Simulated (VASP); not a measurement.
## KI: single point with PBE

The system is KI.

```xyz
2
Lattice="0.0000 3.6897 3.6897 3.6897 0.0000 3.6897 3.6897 3.6897 0.0000" Properties=species:S:1:pos:R:3 pbc="T T T"
K     0.0000    0.0000    0.0000
I     3.6897    3.6897    3.6897
```

```json
{
  "Program": "VASP 6.6.1",
  "Task": "single point",
  "Functional": "PBE",
  "Potentials or basis": "VASP PAW PBE potentials, release 64 (K_sv, I)",
  "Cutoff": "520 eV",
  "k mesh": "4 × 4 × 4",
  "Occupations": "gaussian, width 0.01 eV",
  "Spin": "no spin polarisation",
  "Dipole correction": "no",
  "Further INCAR settings": "ALGO = Normal; EDIFF = 1e-07; NBANDS = 15"
}
```

```
Pressure               : -0.7 GPa
Band gap on the k mesh : 3.68 eV, direct
```

Levels at points of the mesh, in eV from the valence-band top:
| k point | band 5 | band 6 | band 7 | band 8 | band 9 | band 10 | band 11 | band 12 |
| --- | --- | --- | --- | --- | --- | --- | --- | --- |
| (0.00, 0.00, 0.00) | -10.33 | 0.00 | 0.00 | 0.00 | 3.68 | 6.52 | 6.52 | 6.52 |
| (0.50, 0.00, 0.00) | -10.18 | -1.05 | -0.24 | -0.24 | 5.37 | 7.27 | 7.87 | 7.87 |
| (0.50, 0.50, 0.00) | -10.24 | -0.81 | -0.30 | -0.30 | 5.11 | 5.46 | 7.94 | 8.17 |

Wall time 11 s on 1 thread of AMD EPYC 9R45 96-Core Processor (Zen 5) (shared host), peak memory 0.2 GiB.

Caveat: spin-orbit coupling is left out, which moves the levels of the heavy elements. PBE gaps usually lie below the measured ones, often by a third to a half.
